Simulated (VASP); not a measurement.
Input of a VASP 6.6.1 run:

The input INCAR:

```
SYSTEM = B
PREC     = Accurate       ! precision mode
ENCUT    = 600            ! plane-wave cutoff, eV
EDIFF    = 1E-6           ! SCF threshold, eV
ISMEAR   = 0              ! smearing method
SIGMA    = 0.2            ! smearing width, eV
LREAL    = .False.        ! projectors in reciprocal space
LASPH    = .True.         ! aspherical terms in the spheres
NELM     = 60             ! most SCF steps
ALGO     = Normal         ! electronic algorithm
ISIF     = 3              ! what is computed and relaxed
LWAVE    = .False.        ! write WAVECAR
LCHARG   = .False.        ! write CHGCAR
GGA      = PE             ! functional
IBRION   = 2              ! ionic algorithm
NSW      = 80             ! ionic steps
EDIFFG   = -0.025         ! ionic threshold
```

KPOINTS

```
Automatic mesh
0
Gamma
  12 12 6
  0 0 0
```

Contents of POSCAR:

```
B
1.0
    3.0161960380      0.0614535345      0.0113961429
   -1.4548776970      2.5880650034      0.0055057534
    0.0146486974      0.0166294084      3.8689432432
B
4
Direct
    0.3241767274      0.6111665773      0.0438881282
    0.3256067066      0.6758847435      0.5025759910
    0.6483571230      0.3397477365     -0.0180451550
    0.7018594430      0.3732009427      0.4715810359
```

Potentials or basis: VASP PAW PBE potentials, release 64 (B).

Launch:

```bash
$ cat potpaw_PBE.64/B/POTCAR > POTCAR
$ mpirun -np 1 vasp_std > vasp.out
```

(1) Predict the space group after relaxing (to 0.1 Å).

(2) Estimate the band gap on the k mesh.

Results:

(1) C2/m (No. 12).

(2) zero (bands 6 and 7 overlap by 1.63 eV).

Caveat: a cell axis changed by over 15 % at a fixed basis, so the end point is rough.
